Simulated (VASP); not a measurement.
# Al in VASP: notebook

The runs below take Al through single point, with r2SCAN.

All numbers are computed with VASP 6.6.1; they aren't measurements. Logs are shortened: lines on timing, memory, paths and dates and some standing lists are left out, and cuts for length are marked.

### Step 1. The cell of the first run

The structure is tetragonal, space group I4/mmm (No. 139). The conventional cell has a = 2.726 Å, b = 2.726 Å, c = 4.165 Å, α = 90.00°, β = 90.00°, γ = 90.00°. Within 3.6 Å of Al (site symmetry 4/mmm) lie 12 Al at 2.73 to 2.84 Å.

### Step 2. Single point, r2SCAN

POSCAR

```
Al
1.0
    3.8548809918      0.0000000000      0.0000000000
    0.0000000000      3.8548809918      0.0000000000
   -1.9274404959      0.0000000000      2.0822774553
Al
2
Direct
    0.0000000000      0.0000000000      0.0000000000
    0.5000000000      0.5000000000      0.0000000000
```

INCAR.step1

```
SYSTEM = Al
  ALGO = Normal
  EDIFF = 1E-4
  ENCUT = 520
  GGA = PE
  ISMEAR = 0
  ISYM = 0
  LASPH = .True.
  LCHARG = .False.
  LREAL = .False.
  LWAVE = .True.
  NBANDS = 10
  NELM = 80
  PREC = Accurate
  SIGMA = 0.1
```

INCAR.step2

```
SYSTEM = Al
  ALGO = Normal
  EDIFF = 1E-7
  ENCUT = 520
  ISIF = 2
  ISMEAR = 0
  ISTART = 1
  ISYM = 0
  LASPH = .True.
  LCHARG = .False.
  LMIXTAU = .True.
  LREAL = .False.
  LWAVE = .False.
  METAGGA = R2SCAN
  NBANDS = 10
  NELM = 80
  PREC = Accurate
  SIGMA = 0.1
```

KPOINTS

```
k-points
0
Gamma
  9 9 16
  0 0 0
```

Potentials or basis: VASP PAW PBE potentials, release 64 (Al).

Run with:

```sh
$ cat potpaw_PBE.64/Al/POTCAR > POTCAR
$ cp INCAR.step1 INCAR
$ mpirun -np 1 vasp_std > vasp.out
$ cp INCAR.step2 INCAR
$ mpirun -np 1 vasp_std > vasp.out
```

OUTCAR:

```text
SYSTEM = Al
   EDIFF = 1E-7
   ENCUT = 520
   ISIF = 2
   ISMEAR = 0
   ISTART = 1
   ISYM = 0
   LASPH = .True.
   LREAL = .False.
   METAGGA = R2SCAN
   NELM = 80
   PREC = Accurate

 ion  position               nearest neighbor table
   1  0.000  0.000  0.000-   2 2.73   2 2.73   2 2.73   2 2.73   2 2.84   2 2.84   2 2.84   2 2.84

   2  0.500  0.500  0.000-   1 2.73   1 2.73   1 2.73   1 2.73   1 2.84   1 2.84   1 2.84   1 2.84

IMPORTANT INFORMATION: All symmetrisations will be switched off!
NOSYMM: (Re-)initialisation of all symmetry stuff for point group C_1.

----------------------------------------------------------------------------------------

                                     Primitive cell

  volume of cell :      30.9429

  direct lattice vectors                    reciprocal lattice vectors
     3.854880992  0.000000000  0.000000000     0.259411381  0.000000000  0.240121699
     0.000000000  3.854880992  0.000000000     0.000000000  0.259411381  0.000000000
    -1.927440496  0.000000000  2.082277455     0.000000000  0.000000000  0.480243398

  length of vectors
     3.854880992  3.854880992  2.837411896     0.353486484  0.259411381  0.480243398

  position of ions in fractional coordinates (direct lattice)
     0.000000000  0.000000000  0.000000000
     0.500000000  0.500000000  0.000000000

  ion indices of the primitive-cell ions
   primitive index   ion index
                 1           1
                 2           2

----------------------------------------------------------------------------------------

 KPOINTS: k-points

Automatic generation of k-mesh.
 Grid dimensions read from file:
 generate k-points for:    9    9   16

 Generating k-lattice:

  Cartesian coordinates                     Fractional coordinates (reciprocal lattice)
     0.028823487  0.000000000  0.026680189     0.111111111  0.000000000  0.000000000
     0.000000000  0.028823487  0.000000000     0.000000000  0.111111111  0.000000000
     0.000000000  0.000000000  0.030015212     0.000000000  0.000000000  0.062500000

  Length of vectors
     0.039276276  0.028823487  0.030015212

  Shift w.r.t. Gamma in fractional coordinates (k-lattice)
     0.000000000  0.000000000  0.000000000

 -----------------------------------------------------------------------------
|                                                                             |
|           W    W    AA    RRRRR   N    N  II  N    N   GGGG   !!!           |
|           W    W   A  A   R    R  NN   N  II  NN   N  G    G  !!!           |
|           W    W  A    A  R    R  N N  N  II  N N  N  G       !!!           |
|           W WW W  AAAAAA  RRRRR   N  N N  II  N  N N  G  GGG   !            |
|           WW  WW  A    A  R   R   N   NN  II  N   NN  G    G                |
|           W    W  A    A  R    R  N    N  II  N    N   GGGG   !!!           |
|                                                                             |
|     Your reciprocal lattice and k-lattice belong to different lattice       |
|     classes:                                                                |
|                                                                             |
|        The reciprocal lattice is base centered orthorhombic,                |
|        whereas your k-lattice is simple monoclinic.                         |
|                                                                             |
|     Results are often still useful ...                                      |
|                                                                             |
 -----------------------------------------------------------------------------

 WARNING: IBZKPT: internal override: KBLOWUP is changed to .FALSE.
      ... skipping the blow-up phase ...

 Subroutine IBZKPT returns following result:
 ===========================================

 Found    649 irreducible k-points:

 Following reciprocal coordinates:
            Coordinates               Weight
  0.000000  0.000000  0.000000      1.000000
  0.111111  0.000000  0.000000      2.000000
  0.222222  0.000000  0.000000      2.000000
  0.333333  0.000000 -0.000000      2.000000
  0.444444  0.000000  0.000000      2.000000
  0.000000  0.111111  0.000000      2.000000
[... 16 lines left out ...]
 -0.111111  0.222222 -0.000000      2.000000
  0.000000  0.333333  0.000000      2.000000
 [... further k-points ...]
   k-points           NKPTS =    649   k-points in BZ     NKDIM =    649   number of bands    NBANDS=     10
   number of dos      NEDOS =    301   number of ions     NIONS =      2
   total plane-waves  NPLWV =  21600
   dimension x,y,z NGX =    30 NGY =   30 NGZ =   24
   dimension x,y,z NGXF=    60 NGYF=   60 NGZF=   48
   ions per type =               2
   NGX,Y,Z   is equivalent  to a cutoff of  12.94, 12.94, 14.06 a.u.
   NGXF,Y,Z  is equivalent  to a cutoff of  25.88, 25.88, 28.12 a.u.
 SYSTEM =  Al
   PREC   = accura    normal or accurate (medium, high low for compatibility)
   ISTART =      1    job   : 0-new  1-cont  2-samecut
   ICHARG =      0    charge: 1-file 2-atom 10-const
   ISPIN  =      1    spin polarized calculation?
   LNONCOLLINEAR =      F non collinear calculations
   LSORBIT =      F    spin-orbit coupling
   LASPH  =      T    aspherical Exc in radial PAW
   ENCUT  =  520.0 eV  38.22 Ry    6.18 a.u.   7.17  7.17  5.28*2*pi/ulx,y,z
   NELM   =     80;   NELMIN=  2; NELMDL=  0     # of ELM steps
   EDIFF  = 0.1E-06   stopping-criterion for ELM
   LREAL  =      F    real-space projection
   EDIFFG = 0.1E-05   stopping-criterion for IOM
   NSW    =      0    number of steps for IOM
   IBRION =     -1    ionic relax: 0-MD 1-quasi-New 2-CG
   NFREE  =      0    steps in history (QN), initial steepest desc. (CG)
   ISIF   =      2    stress and relaxation
   ISYM   =      0    0-nonsym 1-usesym 2-fastsym
   POTIM  = 0.5000    time-step for ionic-motion
   TEBEG  =    0.0;   TEEND  =   0.0 temperature during run
   PSTRESS=    0.0 pullay stress
   NELECT =       6.0000    total number of electrons
   NUPDOWN=      -1.0000    fix difference up-down
   EMIN   =  10.00;   EMAX   =-10.00  energy-range for DOS
   EFERMI =   0.00;   METHOD = LEGACY
   ISMEAR =     0;   SIGMA  =   0.10  broadening in eV -4-tet -1-fermi 0-gaus
   EFERMI_NEDOS =   21; number of points for ismear=-14 and -15
   IALGO  =     38    algorithm
   IMIX   =      4    mixing-type and parameters
     AMIX     =   0.40;   BMIX     =  1.00
     AMIX_MAG =   1.60;   BMIX_MAG =  1.00
  volume/ion in A,a.u.               =      15.47       104.41
  Fermi-wavevector in a.u.,A,eV,Ry     =   0.947556  1.790622 12.216169  0.897863
  Thomas-Fermi vector in A             =   2.075661
   LORBIT       =      0    0 simple, 1 ext, 2 COOP (PROOUT), +10 PAW based schemes
   METAGGA = R2SCAN    functional components
   LHFCALC =     F    Hartree Fock is set to
   AEXX    =    0.0000 exact exchange contribution
   IVDW    =     0    specifies the selected vdW correction
   LEPSILON=     F    determine dielectric tensor
   LRPA    =     F    only Hartree local field effects (RPA)
 non-spin polarized calculation
 Gauss-broadening in eV      SIGMA  =   0.10
  energy-cutoff  :      520.00
  volume of cell :       30.94
 maximum number of plane-waves:       851
 NGX is ok and might be reduce to    30
   NGX = 15   NGY = 15   NGZ = 11

 number of electron       6.0000000 magnetization

 Free energy of the ion-electron system (eV)
  ---------------------------------------------------
  ext. energy  EPLUGINS =         0.00000000
  ---------------------------------------------------
  free energy    TOTEN  =       -13.44615498 eV

  energy without entropy =      -13.44339087  energy(sigma->0) =      -13.44477292

 E-fermi :   8.7302     XC(G=0): -11.1494

 val. band max:        8.7272866355   @ k =   0.2222  -0.4444   0.3750
 cond. band min:       8.7462293939   @ k =   0.4444   0.2222   0.1250
 fundamental gap:      0.0189427585
 Fermi energy:         8.7301756008

 k-point     1 :       0.0000    0.0000    0.0000
  band No.  band energies     occupation
      1      -3.6010      2.00000
      2       5.8283      2.00000
      3       7.5752      2.00000
      4      13.9258      0.00000
      5      14.2862      0.00000
      6      14.8517      0.00000
      7      18.8077      0.00000
      8      21.8430      0.00000
      9      22.7994      0.00000
     10      22.7998      0.00000

 k-point     2 :       0.1111    0.0000    0.0000
  band No.  band energies     occupation
      1      -3.3588      2.00000
      2       6.0476      2.00000
      3       7.7786      2.00000
      4      11.1214      0.00000
      5      14.6647      0.00000
      6      16.2718      0.00000
      7      19.7822      0.00000
      8      20.6439      0.00000
      9      21.0486      0.00000
     10      22.5824      0.00000

 k-point     3 :       0.2222    0.0000    0.0000
  band No.  band energies     occupation
      1      -2.6347      2.00000
      2       6.7061      2.00000
      3       7.5208      2.00000
      4       8.8903      0.02353
      5      15.1667      0.00000
      6      16.6169      0.00000
      7      17.4310      0.00000
      8      18.4075      0.00000
      9      23.1658      0.00000
     10      23.3402      0.00000

 k-point     4 :       0.3333    0.0000   -0.0000
  band No.  band energies     occupation
      1      -1.4364      2.00000
      2       4.8305      2.00000
      3       7.8057      2.00000
      4       9.8401      0.00000
      5      13.7655      0.00000
      6      15.7986      0.00000
      7      16.0367      0.00000
      8      18.8403      0.00000
      9      20.9934      0.00000
     10      24.1828      0.00000
[... 222 lines left out ...]
 k-point    22 :      -0.2222    0.2222   -0.0000
  band No.  band energies     occupation
      1      -2.1173      2.00000
      2       3.5465      2.00000
      3       8.2950      2.00000
      4      12.6211      0.00000
      5      13.6853      0.00000
      6      15.6169      0.00000
      7      17.9373      0.00000
      8      20.3855      0.00000
      9      21.5388      0.00000
     10      23.6636      0.00000

 k-point    23 :      -0.1111    0.2222   -0.0000
  band No.  band energies     occupation
      1      -2.8385      2.00000
      2       2.8620      2.00000
      3      11.3357      0.00000
      4      12.0956      0.00000
      5      15.1071      0.00000
      6      16.7779      0.00000
      7      16.8426      0.00000
      8      19.9854      0.00000
      9      21.0932      0.00000
     10      21.6876      0.00000

 k-point    24 :       0.0000    0.3333    0.0000
  band No.  band energies     occupation
      1      -2.4312      2.00000
      2       1.0142      2.00000
      3      14.3414      0.00000
      4      15.0913      0.00000
      5      15.2542      0.00000
      6      15.8485      0.00000
      7      18.1473      0.00000
      8      18.5365      0.00000
      9      18.8282      0.00000
     10      19.8960      0.00000

 [... further k-points ...]
[... 5 lines left out ...]
  --------------------------------------------------------------------------------------
  -------------------------------------------------------------------------------------
  Total        0.8616238      0.8769137      0.0244797     -0.0000000     -0.0000000      0.0102721
  in kB       44.6136464     45.4053371      1.2675213     -0.0000008     -0.0000008      0.5318760
  external PRESSURE =      30.4288349 kB  Pullay stress =       0.0000000 kB

 VOLUME and BASIS-vectors are now :
 -----------------------------------------------------------------------------
  energy-cutoff  :      520.00
  volume of cell :       30.94
      direct lattice vectors                 reciprocal lattice vectors
     3.854880992  0.000000000  0.000000000     0.259411381  0.000000000  0.240121699
     0.000000000  3.854880992  0.000000000     0.000000000  0.259411381  0.000000000
    -1.927440496  0.000000000  2.082277455     0.000000000  0.000000000  0.480243398

 POSITION                                       TOTAL-FORCE (eV/Angst)
 -----------------------------------------------------------------------------------
      0.00000      0.00000      0.00000        -0.000000      0.000000      0.000000
      1.92744      1.92744      0.00000         0.000000     -0.000000     -0.000000
 -----------------------------------------------------------------------------------
    total drift:                                0.000000      0.000000     -0.000000

  FREE ENERGIE OF THE ION-ELECTRON SYSTEM (eV)
  ---------------------------------------------------
  free  energy   TOTEN  =       -13.4461549754 eV

  energy  without entropy=      -13.4433908653  energy(sigma->0) =      -13.44477292
```

Wall time 15 min (1 thread of Intel Xeon 8259CL, shared host); peak memory 0.29 GiB.

Results:

| Item | Value |
| --- | --- |
| Free energy | -13.4462 eV |
| Pressure | 3.0 GPa |
| Band gap on the k mesh | zero (bands 3 and 4 overlap by 11.43 eV) |

Caveat: the cell stands under pressure; the PAW data sets were made with another functional, which shifts forces and pressure a little.

### Step 3. Single point, r2SCAN

This run uses another cell than the first one, of 15.52 Å³/atom.

POSCAR

```
Al
1.0
    3.8548807541      0.0000000000      0.0013537207
    0.0000000000      3.8548809918      0.0000000000
   -1.9267091425      0.0000000000      2.0878604291
Al
2
Direct
    0.0000000000      0.0000000000      0.0000000000
    0.5000000000      0.5000000000      0.0000000000
```

INCAR.step1

```
SYSTEM = Al
  ALGO = Normal
  EDIFF = 1E-4
  ENCUT = 520
  GGA = PE
  ISMEAR = 0
  ISYM = 0
  LASPH = .TRUE.
  LCHARG = .FALSE.
  LREAL = .FALSE.
  LWAVE = .TRUE.
  NBANDS = 10
  NELM = 60
  PREC = Accurate
  SIGMA = 0.1
```

INCAR.step2

```
SYSTEM = Al
  ALGO = Normal
  EDIFF = 1E-7
  ENCUT = 520
  ISIF = 2
  ISMEAR = 0
  ISTART = 1
  ISYM = 0
  LASPH = .TRUE.
  LCHARG = .FALSE.
  LMIXTAU = .TRUE.
  LREAL = .FALSE.
  LWAVE = .FALSE.
  METAGGA = R2SCAN
  NBANDS = 10
  NELM = 60
  PREC = Accurate
  SIGMA = 0.1
```

KPOINTS

```
k-points
0
G
  9 9 16
  0 0 0
```

Potentials or basis: VASP PAW PBE potentials, release 64 (Al).

Run with:

```sh
$ cat potpaw_PBE.64/Al/POTCAR > POTCAR
$ cp INCAR.step1 INCAR
$ mpirun -np 1 vasp_std > vasp.out
$ cp INCAR.step2 INCAR
$ mpirun -np 1 vasp_std > vasp.out
```

It took 17 min on 1 thread of Intel Xeon 8259CL, shared host; peak memory 0.29 GiB.

The run converged. Its results:

| Property | Result |
| --- | --- |
| Free energy | -13.4461 eV |
| Pressure | 2.8 GPa |
| Band gap on the k mesh | zero (bands 3 and 4 overlap by 11.40 eV) |

Stress tensor (GPa, compression positive):
```
 4.24  0.00 -0.01
 0.00  4.42  0.00
-0.01  0.00 -0.30
```

Levels at points of the mesh, in eV from the Fermi level:
```tsv
k point	band 1	band 2	band 3	band 4	band 5	band 6	band 7
(0.00, 0.00, 0.00)	-12.30	-2.87	-1.12	5.20	5.52	6.11	10.03
(0.00, 0.00, 0.50)	-4.14	-2.87	-2.83	-1.12	5.20	5.52	6.11
```

Caveat: the PAW data sets were made with another functional, which shifts forces and pressure a little.
